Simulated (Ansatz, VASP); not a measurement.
Rh: VASP beside Ansatz

POSCAR

```
Rh
1.0
    0.0000000000      1.8999513062      1.8999513062
    1.8999513062      0.0000000000      1.8999513062
    1.8999513062      1.8999513062      0.0000000000
Rh
1
Direct
    0.0000000000      0.0000000000      0.0000000000
```

File INCAR.step1:

```
PREC = Accurate
ENCUT = 520
ISMEAR = 0
SIGMA = 0.15
LREAL = False
LASPH = True
NELM = 80
NBANDS = 14
GGA = PE
ALGO = Normal
EDIFF = 1E-4
LWAVE = True
LCHARG = False
```

File INCAR.step2:

```
PREC = Accurate
ENCUT = 520
EDIFF = 1E-6
ISMEAR = 0
SIGMA = 0.15
LREAL = False
LASPH = True
NELM = 80
ALGO = Normal
ISIF = 2
LWAVE = False
LCHARG = False
METAGGA = R2SCAN
LMIXTAU = True
NBANDS = 14
ISTART = 1
```

KPOINTS

```
Automatic mesh
0
Gamma
  30 30 30
```

Input for Ansatz:

```yaml
crystal:
  lattice:
    - [0.0, 1.8999513062, 1.8999513062]
    - [1.8999513062, 0.0, 1.8999513062]
    - [1.8999513062, 1.8999513062, 0.0]
  atoms:
    - { symbol: Rh, position: [0.0, 0.0, 0.0] }
basis:
  ecutwfc: 500
kpoints:
  mp_grid: { grid: [30, 30, 30] }
hamiltonian:
  xc: r2scan
scf:
  occupations: { method: gaussian, width: 0.15 }
output:
  forces: true
  stress: true
  eigenvalues: true
```

Alike in both runs: task single point; functional r2SCAN; k mesh 30 × 30 × 30; occupations gaussian, width 0.15 eV; no spin polarisation.

|  | VASP | Ansatz |
| --- | --- | --- |
| version | VASP 6.6.1 | Ansatz 0.2.0 |
| potentials or method | VASP PAW PBE potentials, release 64 (Rh_pv), cutoff 520 eV | scalar-relativistic, plane waves, PAW |
| valence electrons in the cell | 15 | 17 |

```tsv
	VASP	Ansatz	Ansatz less VASP
gap on the k mesh at the Fermi level (eV)	none	none	-
pressure (GPa)	1.3	0.1	-1.20
```

VASP's potentials were made for PBE, not for r2SCAN. A gap of «none» marks a metal or a gap that the smearing closes. VASP's potentials hold 15 valence electrons a cell and Ansatz's 17, so a difference there can come from the potentials and not from the codes.
